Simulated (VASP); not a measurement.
Here is a VASP 6.6.1 calculation.

The input INCAR:

```
ALGO = Normal
EDIFF = 1E-6
ENCUT = 500
GGA = PE
GGA_COMPAT = F
ISIF = 2
ISMEAR = 1
IVDW = 12
LASPH = T
LCHARG = T
LELF = T
LREAL = F
LVHAR = T
LWAVE = F
NBANDS = 11
NELM = 120
PREC = Accurate
SIGMA = 0.2
```

File KPOINTS:

```
k-points
0
Gamma
  12 12 12
```

File POSCAR:

```
Pd
1.0
   -1.5722810000      1.5722810000      1.5722810000
    1.5722810000     -1.5722810000      1.5722810000
    1.5722810000      1.5722810000     -1.5722810000
Pd
1
Direct
    0.0000000000      0.0000000000      0.0000000000
```

Potentials or basis: VASP PAW PBE potentials, release 64 (Pd).

Command:

```sh
$ cat potpaw_PBE.64/Pd/POTCAR > POTCAR
$ mpirun -np 1 vasp_std > vasp.out
```

(1) Predict the band gap on the k mesh.

(2) Predict the dispersion energy per atom.

(3) Predict the pressure.

Results:

(1) zero (bands 5 and 6 overlap by 1.54 eV).

(2) -0.632 eV.

(3) -8.2 GPa.

Caveat: the cell stands under tension.
